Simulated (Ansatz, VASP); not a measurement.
# Two plane-wave programs on LiF

The input INCAR:

```
SYSTEM = LiF
PREC = Accurate ; ENCUT = 520
EDIFF = 1E-7 ; ISMEAR = 0
SIGMA = 0.05 ; LREAL = .FALSE.
LASPH = .TRUE. ; NELM = 80
ALGO = Normal ; ISIF = 2
LWAVE = .FALSE. ; LCHARG = .FALSE.
GGA = PE ; NBANDS = 12
```

KPOINTS

```
Automatic mesh
0
G
  10 10 10
  0 0 0
```

The input POSCAR:

```
LiF
1.0
    2.6619143200      0.0000000000      0.0000000000
    0.0000000000      2.6619143200      0.0000000000
    0.0000000000      0.0000000000      2.4571516800
Li F
1 1
Direct
    0.0000000000      0.0000000000      0.0000000000
    0.5000000000      0.5000000000      0.5000000000
```

Input for Ansatz:

```yaml
crystal:
  lattice:
    - [2.66191432, 0.0, 0.0]
    - [0.0, 2.66191432, 0.0]
    - [0.0, 0.0, 2.45715168]
  atoms:
    - { symbol: Li, position: [0.0, 0.0, 0.0] }
    - { symbol: F, position: [0.5, 0.5, 0.5] }
basis:
  ecutwfc: 420
kpoints:
  mp_grid: { grid: [10, 10, 10] }
hamiltonian:
  xc: pbe
scf:
  occupations: { method: gaussian, width: 0.05 }
output:
  forces: true
  stress: true
  eigenvalues: true
```

Change from the starting cell: strain +0.040 along x and y, -0.040 along z, atoms carried along.

Alike in both runs: task single point; functional PBE; k mesh 10 × 10 × 10; occupations gaussian, width 0.05 eV; no spin polarisation.

|  | VASP | Ansatz |
| --- | --- | --- |
| version | VASP 6.6.1 | Ansatz 0.2.0 |
| potentials or method | VASP PAW PBE potentials, release 64 (Li_sv, F), cutoff 520 eV | scalar-relativistic, plane waves, PAW |
| valence electrons in the cell | 10 | 10 |

Ansatz gave:

- gap on the k mesh at the Fermi level (eV): 6.73
- least direct gap on the mesh (eV): 7.18

Task: Which values does VASP return?

Result: gap on the k mesh at the Fermi level (eV): 6.74; least direct gap on the mesh (eV): 7.19.

Noted on VASP's run: the cutoff is short for stress, so the pressure is rough.
